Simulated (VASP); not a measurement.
# MgS (I4/mmm) in VASP: single point with PBE

Aim: the single point of MgS with PBE.

Everything below comes from runs of VASP 6.6.1. Logs are shortened: lines on timing, memory, paths and dates and some standing lists are left out, and cuts for length are marked.

### 1 The cell of the first run

The structure is tetragonal, space group I4/mmm (No. 139). Conventional cell: a = 3.673 Å, b = 3.673 Å, c = 5.250 Å, α = 90.00°, β = 90.00°, γ = 90.00°. Within 3.4 Å of Mg (site symmetry 4/mmm) lie 6 S at 2.60 to 2.63 Å. Within 3.4 Å of S (site symmetry 4/mmm) lie 6 Mg at 2.60 to 2.63 Å.

### 2 Single point, PBE, non-collinear spin, zero start, spin-orbit coupling

Input file INCAR:

```
  ALGO = Normal
  EDIFF = 1E-6
  ENCUT = 600
  GGA = PE
  GGA_COMPAT = False
  ISIF = 2
  ISMEAR = 0
  LASPH = True
  LCHARG = False
  LNONCOLLINEAR = True
  LORBIT = 11
  LORBMOM = True
  LREAL = False
  LSORBIT = True
  LWAVE = False
  MAGMOM = 0 0 0 0 0 0 0 0 0 0 0 0
  NBANDS = 30
  NELM = 200
  PREC = Accurate
  SIGMA = 0.02
```

Input file KPOINTS:

```
k-points
0
Gamma
  6 6 4
```

Input file POSCAR:

```
MgS
1.0
    3.6734772213      0.0000000000      0.0000000000
    0.0000000000      3.6734772213      0.0000000000
    0.0000000000      0.0000000000      5.2500930598
Mg S
2 2
Direct
    0.0000000000      0.0000000000      0.0000000000
    0.5000000000      0.5000000000      0.5000000000
    0.5000000000      0.5000000000      0.0000000000
    0.0000000000      0.0000000000      0.5000000000
```

Potentials or basis: VASP PAW PBE potentials, release 64 (Mg, S).

On the command line:

```bash
cat potpaw_PBE.64/Mg/POTCAR potpaw_PBE.64/S/POTCAR > POTCAR
mpirun -np 1 vasp_ncl > vasp.out
```

OUTCAR:

```text
EDIFF = 1E-6
   ENCUT = 600
   GGA = PE
   ISIF = 2
   ISMEAR = 0
   LASPH = True
   LNONCOLLINEAR = True
   LORBIT = 11
   LREAL = False
   LSORBIT = True
   NELM = 200
   PREC = Accurate

 ion  position               nearest neighbor table
   1  0.000  0.000  0.000-   3 2.60   3 2.60   3 2.60   3 2.60   4 2.63   4 2.63
   2  0.500  0.500  0.500-   4 2.60   4 2.60   4 2.60   4 2.60   3 2.63   3 2.63
   3  0.500  0.500  0.000-   1 2.60   1 2.60   1 2.60   1 2.60   2 2.63   2 2.63
   4  0.000  0.000  0.500-   2 2.60   2 2.60   2 2.60   2 2.60   1 2.63   1 2.63

  LATTYP: Found a simple tetragonal cell.
 ALAT       =     3.6734772213
 C/A-ratio  =     1.4291889519

  Lattice vectors:

 A1 = (   3.6734772213,   0.0000000000,   0.0000000000)
 A2 = (   0.0000000000,   3.6734772213,   0.0000000000)
 A3 = (   0.0000000000,   0.0000000000,   5.2500930598)

Analysis of symmetry for initial positions (statically):
=====================================================================
 Subroutine PRICEL returns following result:

  LATTYP: Found a body centered tetragonal cell.
 ALAT       =     3.6734772213
 C/A-ratio  =     1.4291889519
[... 12 lines left out ...]
 Subroutine GETGRP returns: Found 16 space group operations
 (whereof 16 operations were pure point group operations)
 out of a pool of 16 trial point group operations.

The static configuration has the point symmetry D_4h.

Analysis of symmetry for dynamics (positions and initial velocities):
=====================================================================
 Subroutine PRICEL returns following result:

  LATTYP: Found a body centered tetragonal cell.
 ALAT       =     3.6734772213
 C/A-ratio  =     1.4291889519
[... 12 lines left out ...]
 Subroutine GETGRP returns: Found 16 space group operations
 (whereof 16 operations were pure point group operations)
 out of a pool of 16 trial point group operations.

The dynamic configuration has the point symmetry D_4h.

Analysis of structural, dynamic, and magnetic symmetry:
=====================================================================
 Subroutine PRICEL returns following result:

  LATTYP: Found a body centered tetragonal cell.
 ALAT       =     3.6734772213
 C/A-ratio  =     1.4291889519
[... 12 lines left out ...]
 Subroutine GETGRP returns: Found 16 space group operations
 (whereof 16 operations were pure point group operations)
 out of a pool of 16 trial point group operations.

The overall configuration has the point symmetry D_4h.

[... 932 lines left out ...]
 -----------------------------------------------------------------------------------
    total drift:                                0.000000      0.000000     -0.000000

  FREE ENERGIE OF THE ION-ELECTRON SYSTEM (eV)
  ---------------------------------------------------
  free  energy   TOTEN  =       -17.0045746981 eV

  energy  without entropy=      -17.0045746981  energy(sigma->0) =      -17.00457470

 orbital moment (x)

 # of ion     p       d       tot
 ----------------------------------------
  1         0.000   0.000   0.000
  2         0.000   0.000   0.000
  3        -0.000   0.000  -0.000
  4         0.000   0.000   0.000
 ----------------------------------------
           -0.000   0.000   0.000

 orbital moment (y)

 # of ion     p       d       tot
 ----------------------------------------
  1         0.000  -0.000  -0.000
  2         0.000  -0.000  -0.000
  3         0.000   0.000   0.000
  4         0.000   0.000   0.000
 ----------------------------------------
            0.000  -0.000  -0.000

 orbital moment (z)

 # of ion     p       d       tot
 ----------------------------------------
  1         0.000   0.000   0.000
  2         0.000   0.000   0.000
  3         0.000   0.000   0.000
  4         0.000   0.000   0.000
 ----------------------------------------
            0.000   0.000   0.000

 Spin-Orbit-Coupling matrix elements

 Ion:    1  E_soc:     -0.0000346
 l=   1
     0.0000000    -0.0000057    -0.0000058
    -0.0000057     0.0000000    -0.0000057
    -0.0000058    -0.0000057     0.0000000
 l=   2
     0.0000000    -0.0000000     0.0000000    -0.0000000    -0.0000000
    -0.0000000     0.0000000    -0.0000000     0.0000000     0.0000000
     0.0000000    -0.0000000     0.0000000    -0.0000000     0.0000000
    -0.0000000     0.0000000    -0.0000000     0.0000000     0.0000000
    -0.0000000     0.0000000     0.0000000     0.0000000     0.0000000
 l=   3
     0.0000000     0.0000000     0.0000000     0.0000000     0.0000000     0.0000000     0.0000000
     0.0000000     0.0000000     0.0000000     0.0000000     0.0000000     0.0000000     0.0000000
     0.0000000     0.0000000     0.0000000     0.0000000     0.0000000     0.0000000     0.0000000
     0.0000000     0.0000000     0.0000000     0.0000000     0.0000000     0.0000000     0.0000000
[... 49 lines left out ...]
 l=   2
     0.0000000     0.0000000     0.0000000     0.0000000     0.0000000
     0.0000000     0.0000000     0.0000000     0.0000000     0.0000000
     0.0000000     0.0000000     0.0000000     0.0000000     0.0000000
     0.0000000     0.0000000     0.0000000     0.0000000     0.0000000
     0.0000000     0.0000000     0.0000000     0.0000000     0.0000000
 l=   3
     0.0000000     0.0000000     0.0000000     0.0000000     0.0000000     0.0000000     0.0000000
     0.0000000     0.0000000     0.0000000     0.0000000     0.0000000     0.0000000     0.0000000
     0.0000000     0.0000000     0.0000000     0.0000000     0.0000000     0.0000000     0.0000000
     0.0000000     0.0000000     0.0000000     0.0000000     0.0000000     0.0000000     0.0000000
     0.0000000     0.0000000     0.0000000     0.0000000     0.0000000     0.0000000     0.0000000
     0.0000000     0.0000000     0.0000000     0.0000000     0.0000000     0.0000000     0.0000000
     0.0000000     0.0000000     0.0000000     0.0000000     0.0000000     0.0000000     0.0000000

 total charge

# of ion       s       p       d       tot
------------------------------------------
    1        0.136   0.126   0.039   0.301
    2        0.136   0.126   0.039   0.301
    3        1.314   2.500   0.000   3.814
    4        1.314   2.500   0.000   3.814
--------------------------------------------------
tot          2.899   5.253   0.078   8.231

 magnetization (x)

# of ion       s       p       d       tot
------------------------------------------
    1        0.000   0.000  -0.000   0.000
    2        0.000  -0.000  -0.000  -0.000
    3       -0.000  -0.000   0.000  -0.000
    4       -0.000   0.000   0.000  -0.000
--------------------------------------------------
tot         -0.000  -0.000  -0.000  -0.000

 magnetization (y)

# of ion       s       p       d       tot
------------------------------------------
    1       -0.000  -0.000   0.000   0.000
    2       -0.000  -0.000   0.000  -0.000
    3        0.000   0.000   0.000   0.000
    4        0.000  -0.000   0.000  -0.000
--------------------------------------------------
tot         -0.000  -0.000   0.000  -0.000

 magnetization (z)

# of ion       s       p       d       tot
------------------------------------------
    1        0.000   0.000  -0.000  -0.000
    2        0.000   0.000   0.000   0.000
    3        0.000   0.000   0.000   0.000
    4        0.000   0.000   0.000   0.000
--------------------------------------------------
tot          0.000   0.000   0.000   0.000
```

OSZICAR:

```text
N       E                     dE             d eps       ncg     rms          rms(c)
DAV:   1     0.686440888656E+02    0.68644E+02   -0.68414E+03  1800   0.100E+03
DAV:   2    -0.112318827234E+02   -0.79876E+02   -0.74269E+02  2462   0.161E+02
DAV:   3    -0.177382303766E+02   -0.65063E+01   -0.64683E+01  2322   0.467E+01
DAV:   4    -0.178205415514E+02   -0.82311E-01   -0.82255E-01  2214   0.628E+00
DAV:   5    -0.178218615456E+02   -0.13200E-02   -0.13199E-02  2254   0.815E-01    0.622E+00
DAV:   6    -0.170849013835E+02    0.73696E+00   -0.11316E+00  1966   0.515E+00    0.472E+00
DAV:   7    -0.170048243951E+02    0.80077E-01   -0.36810E-01  2126   0.300E+00    0.309E+00
DAV:   8    -0.170051543843E+02   -0.32999E-03   -0.27848E-02  2042   0.109E+00    0.134E+00
DAV:   9    -0.170045695269E+02    0.58486E-03   -0.12506E-03  2152   0.252E-01    0.388E-01
DAV:  10    -0.170045264882E+02    0.43039E-04   -0.18815E-04  2210   0.773E-02    0.118E-01
DAV:  11    -0.170045748938E+02   -0.48406E-04   -0.10082E-04  2078   0.670E-02    0.106E-02
DAV:  12    -0.170045746981E+02    0.19576E-06   -0.24332E-06  2276   0.912E-03
   1 F= -.17004575E+02 E0= -.17004575E+02  d E =-.452248E-26  mag=    -0.0000     0.0000    -0.0000
```

stdout:

```text
POSCAR found type information on POSCAR MgS
 POSCAR found :  2 types and       4 ions
 scaLAPACK will be used
 LDA part: xc-table for (Slater+PW92), standard interpolation
 POSCAR, INCAR and KPOINTS ok, starting setup
 FFT: planning ... GRIDC
 FFT: planning ... GRID_SOFT
 FFT: planning ... GRID
 WAVECAR not read
 entering main loop
```

Wall time 2.1 min (1 thread of Oxide Virtual Turin-like, shared host); peak memory 0.37 GiB.

Results:

| Quantity | Value |
| --- | --- |
| Free energy | -17.0046 eV |
| Pressure | 0.5 GPa |
| Net moment | 0.00 μB per cell |
| Valence electrons inside the program's atomic spheres | Mg 0.30; S 3.81 |

Moments on the atoms (μB; x, y, z):
```
Mg  0.00 0.00 0.00
Mg  0.00 0.00 0.00
S   0.00 0.00 0.00
S   0.00 0.00 0.00
```
